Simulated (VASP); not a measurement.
Here is a VASP 6.6.1 calculation.

INCAR

```
  PREC = Accurate
  ENCUT = 520
  EDIFF = 1E-7
  ISMEAR = 0
  SIGMA = 0.1
  LREAL = False
  LASPH = True
  NELM = 80
  ALGO = Fast
  ISIF = 2
  LWAVE = False
  LCHARG = True
  LDIPOL = True
  IDIPOL = 3
  DIPOL = 0.5 0.5 0.500
  GGA = PS
  LELF = True
  LVHAR = True
  LVACPOTAV = True
  NBANDS = 78
  ISYM = 0
```

Contents of KPOINTS:

```
Automatic mesh
0
Gamma
  14 8 1
```

File POSCAR:

```
Cu
1.0
    2.5205910259      0.0000000000      0.0000000000
   -1.2602955130      4.6594847538      0.0000000000
    0.0000000000      0.0000000000     24.9640555608
Cu
12
Direct
    0.7858763031      0.5668738527      0.3033442096
    0.0540636259      0.1049623665      0.3136901632
    0.3963042073      0.7885526418      0.3775852887
    0.6610190390      0.3204888668      0.3909748371
    1.0015744719      1.0016136439      0.4551902776
    0.2685577822      0.5378793476      0.4676192227
    0.6093527438      0.2179416460      0.5323810689
    0.8763361795      0.7542074430      0.5448099827
    0.2168912411      0.4353319204      0.6090252648
    0.4816061993      0.9672682645      0.6224147571
    0.8238468011      0.6508584265      0.6863097123
    0.0920343179      0.1889474048      0.6966552153
```

Potentials or basis: VASP PAW PBE potentials, release 64 (Cu).

Run with:

```bash
$ cat potpaw_PBE.64/Cu/POTCAR > POTCAR
$ mpirun -np 1 vasp_std > vasp.out
```

(1) Predict the largest force.

(2) Predict the band gap on the k mesh.

Answers

(1) 0.048 eV/Å.

(2) zero (bands 66 and 67 overlap by 3.28 eV).

Caveat: the PAW data sets were made with another functional, which shifts forces and pressure a little.
